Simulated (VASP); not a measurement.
# Cu (Fm-3m) in VASP: notebook

The runs below take Cu through relaxation of cell and atoms, single point, with revPBE+D4, BLYP+D3(BJ), LDA.

All numbers are computed with VASP 6.6.1; they aren't measurements. Logs are shortened: lines on timing, memory, paths and dates and some standing lists are left out, and cuts for length are marked.

## 1. The cell of the first run

Symmetry: Fm-3m, No. 225, cubic system. Conventional cell: a = 3.615 Å, b = 3.615 Å, c = 3.615 Å, α = 90.00°, β = 90.00°, γ = 90.00°. Within 3.4 Å of Cu (site symmetry m-3m) lie 12 Cu at 2.56 Å.

## 2. Relaxation of cell and atoms, revPBE+D4

The input, INCAR:

```
SYSTEM = Cu
PREC = Accurate ; ENCUT = 600
EDIFF = 1E-7 ; ISMEAR = -1
SIGMA = 0.05 ; LREAL = .False.
LASPH = .True. ; NELM = 120
ALGO = Normal ; ISIF = 3
LWAVE = .False. ; LCHARG = .False.
GGA = RE ; IVDW = 13
IBRION = 2 ; NSW = 80
EDIFFG = -0.02 ; GGA_COMPAT = .False.
NELMIN = 4
```

The input, KPOINTS:

```
regular mesh
0
Gamma
  13 13 13
  0 0 0
```

The input, POSCAR:

```
Cu
1.0
    0.0000000000      1.8075000000      1.8075000000
    1.8075000000      0.0000000000      1.8075000000
    1.8075000000      1.8075000000      0.0000000000
Cu
1
Direct
    0.0000000000      0.0000000000      0.0000000000
```

Potentials or basis: VASP PAW PBE potentials, release 64 (Cu).

Started as:

```console
> cat potpaw_PBE.64/Cu/POTCAR > POTCAR
> mpirun -np 1 vasp_std > vasp.out
```

OUTCAR:

```text
SYSTEM = Cu
   PREC = Accurate
   ENCUT = 600
   EDIFF = 1E-7
   ISMEAR = -1
   LREAL = .False.
   LASPH = .True.
   NELM = 120
   ISIF = 3
   GGA = RE
   IVDW = 13
   IBRION = 2
   NSW = 80
   EDIFFG = -0.02
   NELMIN = 4

 ion  position               nearest neighbor table
   1  0.000  0.000  0.000-

  LATTYP: Found a face centered cubic cell.
 ALAT       =     3.6150000000

  Lattice vectors:

 A1 = (   0.0000000000,   1.8075000000,   1.8075000000)
 A2 = (   1.8075000000,   0.0000000000,   1.8075000000)
 A3 = (   1.8075000000,   1.8075000000,   0.0000000000)

Analysis of symmetry for initial positions (statically):
=====================================================================
 Subroutine PRICEL returns:
 Original cell was already a primitive cell.

 Routine SETGRP: Setting up the symmetry group for a
 face centered cubic supercell.

 Subroutine GETGRP returns: Found 48 space group operations
[... 9 lines left out ...]

 Routine SETGRP: Setting up the symmetry group for a
 face centered cubic supercell.

 Subroutine GETGRP returns: Found 48 space group operations
[... 11 lines left out ...]
                                     Primitive cell

  volume of cell :      11.8104

  direct lattice vectors                    reciprocal lattice vectors
     0.000000000  1.807500000  1.807500000    -0.276625173  0.276625173  0.276625173
     1.807500000  0.000000000  1.807500000     0.276625173 -0.276625173  0.276625173
     1.807500000  1.807500000  0.000000000     0.276625173  0.276625173 -0.276625173

  length of vectors
     2.556191014  2.556191014  2.556191014     0.479128854  0.479128854  0.479128854

  position of ions in fractional coordinates (direct lattice)
     0.000000000  0.000000000  0.000000000

  ion indices of the primitive-cell ions
   primitive index   ion index
                 1           1

----------------------------------------------------------------------------------------

 KPOINTS: regular mesh

Automatic generation of k-mesh.
 Grid dimensions read from file:
 generate k-points for:   13   13   13

 Generating k-lattice:

  Cartesian coordinates                     Fractional coordinates (reciprocal lattice)
    -0.021278859  0.021278859  0.021278859     0.076923077  0.000000000  0.000000000
     0.021278859 -0.021278859  0.021278859     0.000000000  0.076923077  0.000000000
     0.021278859  0.021278859 -0.021278859     0.000000000  0.000000000  0.076923077

  Length of vectors
     0.036856066  0.036856066  0.036856066

  Shift w.r.t. Gamma in fractional coordinates (k-lattice)
     0.000000000  0.000000000  0.000000000

 Subroutine IBZKPT returns following result:
 ===========================================

 Found     84 irreducible k-points:

 Following reciprocal coordinates:
            Coordinates               Weight
  0.000000  0.000000  0.000000      1.000000
  0.076923  0.000000  0.000000      8.000000
  0.153846  0.000000  0.000000      8.000000
  0.230769  0.000000  0.000000      8.000000
  0.307692  0.000000  0.000000      8.000000
  0.384615  0.000000  0.000000      8.000000
[... 16 lines left out ...]
  0.384615  0.153846  0.000000     24.000000
  0.461538  0.153846  0.000000     24.000000
 [... further k-points ...]
   k-points           NKPTS =     84   k-points in BZ     NKDIM =     84   number of bands    NBANDS=      9
   number of dos      NEDOS =    301   number of ions     NIONS =      1
   total plane-waves  NPLWV =   8000
   dimension x,y,z NGX =    20 NGY =   20 NGZ =   20
   dimension x,y,z NGXF=    40 NGYF=   40 NGZF=   40
   ions per type =               1
   NGX,Y,Z   is equivalent  to a cutoff of  13.01, 13.01, 13.01 a.u.
   NGXF,Y,Z  is equivalent  to a cutoff of  26.01, 26.01, 26.01 a.u.
 SYSTEM =  Cu
   PREC   = accura    normal or accurate (medium, high low for compatibility)
   ISTART =      0    job   : 0-new  1-cont  2-samecut
   ICHARG =      2    charge: 1-file 2-atom 10-const
   ISPIN  =      1    spin polarized calculation?
   LNONCOLLINEAR =      F non collinear calculations
   LSORBIT =      F    spin-orbit coupling
   LASPH  =      T    aspherical Exc in radial PAW
   ENCUT  =  600.0 eV  44.10 Ry    6.64 a.u.   5.11  5.11  5.11*2*pi/ulx,y,z
   NELM   =    120;   NELMIN=  4; NELMDL= -5     # of ELM steps
   EDIFF  = 0.1E-06   stopping-criterion for ELM
   LREAL  =      F    real-space projection
   EDIFFG = -.2E-01   stopping-criterion for IOM
   NSW    =     80    number of steps for IOM
   IBRION =      2    ionic relax: 0-MD 1-quasi-New 2-CG
   NFREE  =      1    steps in history (QN), initial steepest desc. (CG)
   ISIF   =      3    stress and relaxation
   ISYM   =      2    0-nonsym 1-usesym 2-fastsym
   POTIM  = 0.5000    time-step for ionic-motion
   TEBEG  =    0.0;   TEEND  =   0.0 temperature during run
   PSTRESS=    0.0 pullay stress
   NELECT =      11.0000    total number of electrons
   NUPDOWN=      -1.0000    fix difference up-down
   EMIN   =  10.00;   EMAX   =-10.00  energy-range for DOS
   EFERMI =   0.00;   METHOD = LEGACY
   ISMEAR =    -1;   SIGMA  =   0.05  broadening in eV -4-tet -1-fermi 0-gaus
   EFERMI_NEDOS =   21; number of points for ismear=-14 and -15
   IALGO  =     38    algorithm
   IMIX   =      4    mixing-type and parameters
     AMIX     =   0.40;   BMIX     =  1.00
     AMIX_MAG =   1.60;   BMIX_MAG =  1.00
  volume/ion in A,a.u.               =      11.81        79.70
  Fermi-wavevector in a.u.,A,eV,Ry     =   1.598763  3.021224 34.777078  2.556043
  Thomas-Fermi vector in A             =   2.696162
   LORBIT       =      0    0 simple, 1 ext, 2 COOP (PROOUT), +10 PAW based schemes
   GGA     = RE    functional components
   LHFCALC =     F    Hartree Fock is set to
   AEXX    =    0.0000 exact exchange contribution
   IVDW    =    13    specifies the selected vdW correction
   LEPSILON=     F    determine dielectric tensor
   LRPA    =     F    only Hartree local field effects (RPA)
 conjugate gradient relaxation of ions
 non-spin polarized calculation
  energy-cutoff  :      600.00
  volume of cell :       11.81
 maximum number of plane-waves:       411
   NGX = 11   NGY = 11   NGZ = 11

--------------------------------------- Ionic step        1  -------------------------------------------

 number of electron      11.0000001 magnetization

 Free energy of the ion-electron system (eV)
  ---------------------------------------------------
  ext. energy  EPLUGINS =         0.00000000
  ---------------------------------------------------
  free energy    TOTEN  =        -3.34429143 eV

  energy without entropy =       -3.34154660  energy(sigma->0) =       -3.34291901

------------------------ aborting loop because EDIFF is reached ----------------------------------------

  DFT-D4 for vdW energy calculation

  Edisp (eV):   -0.98041

  FORCE on cell =-STRESS in cart. coord.  units (eV):
  Direction    XX          YY          ZZ          XY          YZ          ZX
  --------------------------------------------------------------------------------------
  -------------------------------------------------------------------------------------
  Total      -0.51559    -0.51559    -0.51559     0.00000     0.00000     0.00000
  in kB     -69.94410   -69.94410   -69.94410     0.00000     0.00000     0.00000
  external pressure =      -69.94 kB  Pullay stress =        0.00 kB
[... 59 lines left out ...]
  energy  without entropy=       -4.3297275101  energy(sigma->0) =       -4.33109706

--------------------------------------- Ionic step        3  -------------------------------------------

 number of electron      11.0000013 magnetization

 Free energy of the ion-electron system (eV)
  ---------------------------------------------------
  ext. energy  EPLUGINS =         0.00000000
  ---------------------------------------------------
  free energy    TOTEN  =        -3.31091372 eV

  energy without entropy =       -3.30818048  energy(sigma->0) =       -3.30954710

 E-fermi :   8.4894     XC(G=0): -12.9049

 val. band max:        8.3040010642   @ k =   0.4615   0.2308   0.0000
 cond. band min:       8.5104889880   @ k =   0.4615   0.3077   0.0000
 fundamental gap:      0.2064879238
 Fermi energy:         8.4894001870

 k-point     1 :       0.0000    0.0000    0.0000
  band No.  band energies     occupation
      1      -1.4125      2.00000
      2       5.1212      2.00000
      3       5.1212      2.00000
      4       5.1212      2.00000
      5       6.0030      2.00000
      6       6.0030      2.00000
      7      31.2311      0.00000
      8      34.3125      0.00000
      9      34.3125      0.00000
[... 265 lines left out ...]
 k-point    24 :       0.4615    0.1538    0.0000
  band No.  band energies     occupation
      1       3.2247      2.00000
      2       4.7245      2.00000
      3       5.1254      2.00000
      4       5.4138      2.00000
      5       6.6304      2.00000
      6       7.9585      1.99995
      7      14.6432      0.00000
      8      25.6357      0.00000
      9      27.1014      0.00000

 [... further k-points ...]

------------------------ aborting loop because EDIFF is reached ----------------------------------------

  DFT-D4 for vdW energy calculation

  Edisp (eV):   -1.02635

  FORCE on cell =-STRESS in cart. coord.  units (eV):
  Direction    XX          YY          ZZ          XY          YZ          ZX
  --------------------------------------------------------------------------------------
  -------------------------------------------------------------------------------------
  Total       0.00137     0.00137     0.00137     0.00000     0.00000    -0.00000
  in kB       0.19480     0.19480     0.19480     0.00000     0.00000    -0.00000
  external pressure =        0.19 kB  Pullay stress =        0.00 kB
[... 16 lines left out ...]
  FREE ENERGIE OF THE ION-ELECTRON SYSTEM (eV)
  ---------------------------------------------------
  free  energy   TOTEN  =        -4.3372630545 eV

  energy  without entropy=       -4.3345298173  energy(sigma->0) =       -4.33589644

 reached required accuracy - stopping structural energy minimisation
```

It took 45 s on 1 thread of Intel Xeon 8259CL, shared host; peak memory 0.14 GiB.

What came out:

* Free energy: -4.3373 eV
* Relaxed volume: 11.26 Å³/atom
* Relaxed cell: a = 2.516 Å, b = 2.516 Å, c = 2.516 Å, α = 60.00°, β = 60.00°, γ = 60.00°
* Space group after relaxing (to 0.05 Å): Fm-3m (No. 225)
* Energy gained by relaxing: 12.6 meV/atom
* Ionic steps: 3
* Pressure after relaxing: 0.0 GPa
* Dispersion energy per atom: -1.026 eV

Step by step:
```csv
step,energy change (eV),largest force (eV/Å),pressure (GPa),volume (Å³)
1,0.0000,0.0000,-6.99,11.81
2,-0.0078,0.0000,5.08,10.95
3,-0.0126,0.0000,0.02,11.26
```

Final structure:
```
Cu
1.0
     0.00000    1.77919    1.77919
     1.77919    0.00000    1.77919
     1.77919    1.77919    0.00000
Cu
1
Direct
  0.00000 0.00000 0.00000
```

Levels at points of the mesh, in eV from the Fermi level:
| k point | band 3 | band 4 | band 5 | band 6 | band 7 | band 8 | band 9 |
| --- | --- | --- | --- | --- | --- | --- | --- |
| (0.00, 0.00, 0.00) | -3.37 | -3.37 | -2.49 | -2.49 | 22.74 | 25.82 | 25.82 |

Caveat: the PAW data sets were made with another functional, which shifts forces and pressure a little; pairwise dispersion overbinds metals, which lowers pressure and volume.

## 3. Relaxation of cell and atoms, BLYP+D3(BJ)

The input, INCAR:

```
AGGAC = 1.0
AGGAX = 1.0
ALDAC = 0.0
ALDAX = 1.0
ALGO = Normal
EDIFF = 1E-7
EDIFFG = -0.02
ENCUT = 600
GGA = B5
GGA_COMPAT = F
IBRION = 2
ISIF = 3
ISMEAR = -1
IVDW = 12
LASPH = T
LCHARG = F
LREAL = F
LWAVE = F
NELM = 120
NELMIN = 4
NSW = 80
PREC = Accurate
SIGMA = 0.05
VDW_A1 = 0.4298
VDW_A2 = 4.2359
VDW_S6 = 1.0
VDW_S8 = 2.6996
```

The input, KPOINTS:

```
k-points
0
Gamma
  13 13 13
```

POSCAR is that of step 2.

Potentials or basis: VASP PAW PBE potentials, release 64 (Cu).

Started as:

```console
> cat potpaw_PBE.64/Cu/POTCAR > POTCAR
> mpirun -np 1 vasp_std > vasp.out
```

It took 57 s on 1 thread of Intel Xeon 8259CL, shared host; peak memory 0.15 GiB.

It converged, with:

```yaml
Free_energy: -4.2903 eV
Relaxed_volume: 11.16 Å³/atom
Relaxed_cell: a = 2.508 Å, b = 2.508 Å, c = 2.508 Å, α = 60.00°, β = 60.00°, γ = 60.00°
Space_group_after_relaxing_to_0.05_Å: Fm-3m (No. 225)
Energy_gained_by_relaxing: 18.2 meV/atom
Ionic_steps: 3
Pressure_after_relaxing: 0.0 GPa
Dispersion_energy_per_atom: -1.400 eV
```

The path:
| step | energy change (eV) | largest force (eV/Å) | pressure (GPa) | volume (Å³) |
| --- | --- | --- | --- | --- |
| 1 | 0.0000 | 0.0000 | -8.42 | 11.81 |
| 2 | -0.0111 | 0.0000 | 6.32 | 10.78 |
| 3 | -0.0182 | 0.0000 | -0.03 | 11.16 |

Final structure:
```
Cu
1.0
     0.00000    1.77354    1.77354
     1.77354    0.00000    1.77354
     1.77354    1.77354    0.00000
Cu
1
Direct
  0.00000 0.00000 0.00000
```

Levels at points of the mesh, in eV from the Fermi level:
| k point | band 4 | band 5 | band 6 | band 7 | band 8 | band 9 |
| --- | --- | --- | --- | --- | --- | --- |
| (0.00, 0.00, 0.00) | -3.53 | -2.64 | -2.64 | 23.17 | 25.90 | 25.90 |

Caveat: the PAW data sets were made with another functional, which shifts forces and pressure a little; pairwise dispersion overbinds metals, which lowers pressure and volume.

## 4. Single point, LDA (volume scaled by 0.94)

The input, INCAR:

```
SYSTEM = Cu
PREC = Accurate ; ENCUT = 600
EDIFF = 1E-6 ; ISMEAR = -1
SIGMA = 0.05 ; LREAL = .False.
LASPH = .True. ; NELM = 120
ALGO = Normal ; ISIF = 2
LWAVE = .False. ; LCHARG = .True.
GGA = CA ; LELF = .True.
LVHAR = .True. ; NBANDS = 12
GGA_COMPAT = .False.
```

The input, KPOINTS:

```
regular mesh
0
Gamma
  13 13 13
  0 0 0
```

The input, POSCAR:

```
Cu
1.0
    0.0000000000      1.7706018915      1.7706018915
    1.7706018915      0.0000000000      1.7706018915
    1.7706018915      1.7706018915      0.0000000000
Cu
1
Direct
    0.0000000000      0.0000000000      0.0000000000
```

Potentials or basis: VASP PAW LDA potentials, release 64 (Cu).

Started as:

```console
> cat potpaw_LDA.64/Cu/POTCAR > POTCAR
> mpirun -np 1 vasp_std > vasp.out
```

Wall time 19 s (1 thread of Intel Xeon 8259CL, shared host); peak memory 0.12 GiB.

It converged, with:

```yaml
Free_energy: -4.7089 eV
Pressure: -2.7 GPa
```

Levels at points of the mesh, in eV from the Fermi level:
| k point | band 2 | band 3 | band 4 | band 5 | band 6 | band 7 | band 8 | band 9 | band 10 | band 11 |
| --- | --- | --- | --- | --- | --- | --- | --- | --- | --- | --- |
| (0.00, 0.00, 0.00) | -3.46 | -3.46 | -3.46 | -2.54 | -2.54 | 22.98 | 25.94 | 25.94 | 25.94 | 28.54 |

Caveat: the cell differs from its parent crystal (volume scaled by 0.94).

## 5. Single point, LDA (volume scaled by 0.96)

The input, INCAR:

```
PREC = Accurate
ENCUT = 600
EDIFF = 1E-6
ISMEAR = -1
SIGMA = 0.05
LREAL = False
LASPH = True
NELM = 120
ALGO = Normal
ISIF = 2
LWAVE = False
LCHARG = False
NBANDS = 12
GGA_COMPAT = False
```

The input, KPOINTS:

```
regular mesh
0
Gamma
  13 13 13
```

The input, POSCAR:

```
Cu
1.0
    0.0000000000      1.7830713297      1.7830713297
    1.7830713297      0.0000000000      1.7830713297
    1.7830713297      1.7830713297      0.0000000000
Cu
1
Direct
    0.0000000000      0.0000000000      0.0000000000
```

Started as:

```console
> cat potpaw_LDA.64/Cu/POTCAR > POTCAR
> mpirun -np 1 vasp_std > vasp.out
```

Run time: 17 s. Hardware: 1 thread of Intel Xeon 8259CL, shared host; peak memory 0.13 GiB.

The run converged. Its results:

* Free energy: -4.7024 eV
* Pressure: -6.1 GPa

Levels at points of the mesh, in eV from the Fermi level:
```
           k point  band 4  band 5  band 6  band 7  band 8  band 9
(0.00, 0.00, 0.00)   -3.39   -2.49   -2.49   22.83   25.61   25.61
```

Caveat: the cell differs from its parent crystal (volume scaled by 0.96).

## 6. Single point, LDA (volume scaled by 0.98)

INCAR is that of step 5.

The input, KPOINTS:

```
Automatic mesh
0
Gamma
  13 13 13
```

The input, POSCAR:

```
Cu
1.0
    0.0000000000      1.7953687620      1.7953687620
    1.7953687620      0.0000000000      1.7953687620
    1.7953687620      1.7953687620      0.0000000000
Cu
1
Direct
    0.0000000000      0.0000000000      0.0000000000
```

Potentials or basis: VASP PAW LDA potentials, release 64 (Cu).

Started as:

```console
> cat potpaw_LDA.64/Cu/POTCAR > POTCAR
> mpirun -np 1 vasp_std > vasp.out
```

It took 18 s on 1 thread of Intel Xeon 8259CL, shared host; peak memory 0.12 GiB.

The run converged. Its results:

```yaml
Free_energy: -4.6912 eV
Pressure: -9.2 GPa
```

Levels at points of the mesh, in eV from the Fermi level:
```tsv
k point	band 2	band 3	band 4	band 5	band 6	band 7	band 8	band 9	band 10	band 11
(0.00, 0.00, 0.00)	-3.32	-3.32	-3.32	-2.45	-2.45	22.67	25.29	25.29	25.29	27.84
```

Caveat: the cell differs from its parent crystal (volume scaled by 0.98).

## 7. Summary

| task | level | potentials or basis | cell | gap on the mesh (eV) | pressure (GPa) | relaxed volume (Å³/atom) |
| --- | --- | --- | --- | --- | --- | --- |
| relaxation of cell and atoms | revPBE+D4 | VASP PAW PBE potentials, release 64 (Cu) | relaxed from a = 2.556 Å, angles 60.0°, 1 atom | none | 0.0 | 11.26 |
| relaxation of cell and atoms | BLYP+D3(BJ) | VASP PAW PBE potentials, release 64 (Cu) | relaxed from a = 2.556 Å, angles 60.0°, 1 atom | none | 0.0 | 11.16 |
| single point | LDA | VASP PAW LDA potentials, release 64 (Cu) | a = 2.504 Å, angles 60.0°, 1 atom | none | -2.7 | - |
| single point | LDA | VASP PAW LDA potentials, release 64 (Cu) | a = 2.522 Å, angles 60.0°, 1 atom | none | -6.1 | - |
| single point | LDA | VASP PAW LDA potentials, release 64 (Cu) | a = 2.539 Å, angles 60.0°, 1 atom | none | -9.2 | - |

Alike in all rows: no spin polarisation; k mesh 13 × 13 × 13; cutoff (eV) 600; smearing fermi-dirac 0.05 eV.

Caveats: the PAW data sets were made with another functional, which shifts forces and pressure a little (some runs); pairwise dispersion overbinds metals, which lowers pressure and volume (some runs).

Absolute energies hang on the potentials; compare differences alone.
